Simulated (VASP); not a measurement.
A run of VASP 6.6.1 is set up as follows.

Contents of INCAR:

```
ALGO = Normal
EDIFF = 1E-7
ENCUT = 520
GGA = CA
ISIF = 2
ISMEAR = -1
LASPH = T
LCHARG = F
LREAL = F
LWAVE = F
NBANDS = 11
NELM = 80
PREC = Accurate
SIGMA = 0.05
```

The input KPOINTS:

```
k-points
0
Gamma
  8 8 8
```

POSCAR

```
MgS
1.0
    0.0000000000      2.8331200468      2.8331200468
    2.8331200468      0.0000000000      2.8331200468
    2.8331200468      2.8331200468      0.0000000000
S Mg
1 1
Direct
    0.2500000000      0.2500000000      0.2500000000
    0.0000000000      0.0000000000      0.0000000000
```

Potentials or basis: VASP PAW LDA potentials, release 64 (S, Mg).

Run with:

```console
$ cat potpaw_LDA.64/S/POTCAR potpaw_LDA.64/Mg/POTCAR > POTCAR
$ mpirun -np 1 vasp_std > vasp.out
```

(1) Predict the band gap on the k mesh.

(2) What does it give for the pressure?

## Answers

(1) 3.18 eV, direct.

(2) -2.5 GPa.
